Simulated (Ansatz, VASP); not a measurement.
# F: VASP beside Ansatz

```
F
1.0
    14.00000    0.00000    0.00000
     0.00000   14.50000    0.00000
     0.00000    0.00000   15.00000
F
2
Cartesian
  6.4003 7.2424 7.1256
  7.5997 7.2576 7.8744
```

Alike in both runs: functional PBE; k mesh 1 × 1 × 1; occupations gaussian, width 0.005 eV; no spin polarisation.

Ansatz relaxed the structure, and its values are those at the end. VASP's run is a single point on that final structure, the one shown.

|  | VASP | Ansatz |
| --- | --- | --- |
| version | VASP 6.6.1 | Ansatz 0.2.0 |
| potentials or method | VASP PAW PBE potentials, release 64 (F_h), cutoff 1010 eV | scalar-relativistic, plane waves, PAW |
| valence electrons in the cell | 14 | 14 |

Ansatz gave:

```
gap on the k mesh at the Fermi level (eV) : 3.60
rms of the force components (eV/Å)        : 0.001
```

**Question.** Which values does VASP return?

**Answer.** gap on the k mesh at the Fermi level (eV): 3.60; rms of the force components (eV/Å): 0.007.

With one functional, cell and mesh, what is left measures potentials, basis and numerics.
